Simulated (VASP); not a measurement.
Set up this calculation in VASP 6.6.1, as the native input.

| Quantity | Value |
| --- | --- |
| Task | single point |
| Functional | BLYP |
| Potentials or basis | VASP PAW PBE potentials, release 64 (B) |
| Cutoff | 520 eV |
| k mesh | 21 × 21 × 21 |
| Occupations | fermi-dirac, width 0.1 eV |
| Spin | no spin polarisation |
| Dipole correction | no |
| Further INCAR settings | ALGO = Normal; EDIFF = 1e-07; NBANDS = 8 |

The structure of B lies in POSCAR:

```
B
1.0
    0.0000000000      1.4283366578      1.4283366578
    1.4283366578      0.0000000000      1.4283366578
    1.4283366578      1.4283366578      0.0000000000
B
1
Direct
    0.0000000000      0.0000000000      0.0000000000
```

This cell differs from its parent crystal: volume scaled by 0.96.

One way to write it, as run:

INCAR

```
PREC     = Accurate       # precision mode
ENCUT    = 520            # plane-wave cutoff, eV
EDIFF    = 1E-7           # SCF threshold, eV
ISMEAR   = -1             # smearing method
SIGMA    = 0.1            # smearing width, eV
LREAL    = False          # projectors in reciprocal space
LASPH    = True           # aspherical terms in the spheres
NELM     = 80             # most SCF steps
ALGO     = Normal         # electronic algorithm
ISIF     = 2              # what is computed and relaxed
LWAVE    = False          # write WAVECAR
LCHARG   = False          # write CHGCAR
GGA      = B5             # functional
ALDAX    = 1.0          
AGGAX    = 1.0          
AGGAC    = 1.0          
ALDAC    = 0.0          
NBANDS   = 8              # bands
```

KPOINTS

```
regular mesh
0
Gamma
  21 21 21
```

Potentials or basis: VASP PAW PBE potentials, release 64 (B).

Command:

```sh
$ cat potpaw_PBE.64/B/POTCAR > POTCAR
$ mpirun -np 1 vasp_std > vasp.out
```

Results of the run:

```
Pressure : 10.8 GPa
```

Caveat: the PAW data sets were made with another functional, which shifts forces and pressure a little.

Wall time 7.3 s on 1 thread of Intel(R) Xeon(R) Platinum 8259CL CPU @ 2.50GHz (Skylake/Cascade Lake) (shared host), peak memory 0.11 GiB.
